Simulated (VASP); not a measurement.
GaSb: single point with HSE06+D3(BJ)

GaSb:

```
Ga Sb
1.0
     0.00000    3.06588    3.06588
     3.06588    0.00000    3.06588
     3.06588    3.06588    0.00000
Ga Sb
1 1
Direct
  0.00000 0.00000 0.00000
  0.25000 0.25000 0.25000
```

| Item | Value |
| --- | --- |
| Program | VASP 6.6.1 |
| Task | single point |
| Functional | HSE06 |
| Dispersion | D3(BJ) |
| Potentials or basis | VASP PAW PBE potentials, release 64 (Ga_d, Sb) |
| Cutoff | 520 eV |
| k mesh | 4 × 4 × 4 |
| Occupations | fermi-dirac, width 0.02 eV |
| Spin | no spin polarisation |
| Dipole correction | no |
| Grid for exact exchange (PRECFOCK) | Normal |
| Further INCAR settings | ALGO = Normal; EDIFF = 1e-06; NBANDS = 16 |
| Screening parameter | 0.2079 1/Å |

```yaml
Pressure: -2.6 GPa
Band_gap_on_the_k_mesh: 0.85 eV, direct
Dispersion_energy_per_atom: -0.446 eV
```

Levels at points of the mesh, in eV from the valence-band top:
```csv
k point,band 7,band 8,band 9,band 10,band 11,band 12
"(0.00, 0.00, 0.00)",0.00,0.00,0.00,0.85,3.49,3.49
"(0.50, 0.00, 0.00)",-6.84,-1.23,-1.23,1.08,4.49,4.49
"(0.50, 0.50, 0.00)",-7.33,-2.75,-2.75,1.52,1.86,9.87
```

Run time: 29 min on 1 thread of AMD EPYC 7R13, on a shared host, peak memory 0.28 GiB.

Caveat: the k points lie up to 0.44 Å⁻¹ apart; the PAW data sets were made with another functional, which shifts forces and pressure a little; spin-orbit coupling is left out, which moves the levels of the heavy elements. A k mesh can miss the band edges.
